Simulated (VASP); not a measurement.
Write the native input for VASP 6.6.1 that does the following.

```
Task                   : relaxation of cell and atoms
Functional             : PBE
Potentials or basis    : VASP PAW PBE potentials, release 64 (W_sv, Si)
Cutoff                 : 600 eV
k mesh                 : 9 × 9 × 7
Occupations            : fermi-dirac, width 0.1 eV
Spin                   : no spin polarisation
Target pressure        : 29 GPa
Dipole correction      : no
Further INCAR settings : ALGO = Normal; EDIFF = 1e-06; IBRION = 2; EDIFFG = -0.005; NSW = 32; ISIF = 3
```

The structure of Si2W (AlB2 type) lies in POSCAR:

```
Si2W
1.0
    4.1203086145      0.0000000000      0.0000000000
   -2.0601543073      3.5682919316      0.0000000000
    0.0000000000      0.0000000000      2.5427531293
W Si
1 2
Direct
    0.0000000000      0.0000000000      0.0000000000
    0.3333333333      0.6666666667      0.5000000000
    0.6666666667      0.3333333333      0.5000000000
```

One way to write it, as run:

INCAR

```
ALGO = Normal
EDIFF = 1E-6
EDIFFG = -0.005
ENCUT = 600
GGA = PE
IBRION = 2
ISIF = 3
ISMEAR = -1
LASPH = True
LCHARG = False
LREAL = False
LWAVE = False
NELM = 100
NSW = 32
PREC = Accurate
PSTRESS = 290.0
SIGMA = 0.1
```

KPOINTS

```
k-points
0
Gamma
  9 9 7
```

Potentials or basis: VASP PAW PBE potentials, release 64 (W_sv, Si).

The run is started by

```bash
$ cat potpaw_PBE.64/W_sv/POTCAR potpaw_PBE.64/Si/POTCAR > POTCAR
$ mpirun -np 1 vasp_std > vasp.out
```

It gave:

```yaml
Relaxed_volume: 12.47 Å³/atom
Relaxed_cell: a = 4.120 Å, b = 4.120 Å, c = 2.545 Å, α = 90.00°, β = 90.00°, γ = 120.00°
Space_group_after_relaxing_to_0.05_Å: P6/mmm (No. 191)
Energy_change_on_relaxing_the_enthalpy_is_what_falls: -1.3 meV/atom
Ionic_steps: 7
Pressure_after_relaxing: 29.0 GPa
Band_gap_on_the_k_mesh: zero (band 11 reaches 15.19 eV, above the bottom of band 12 at 12.60 eV)
```

Caveat: the cell is relaxed towards a set pressure, so the enthalpy falls and the energy may rise; spin-orbit coupling is left out, which moves the levels of the heavy elements.

Wall time 74 s on 1 thread of Intel(R) Xeon(R) Platinum 8488C (Sapphire Rapids), on a shared host, peak memory 0.2 GiB.
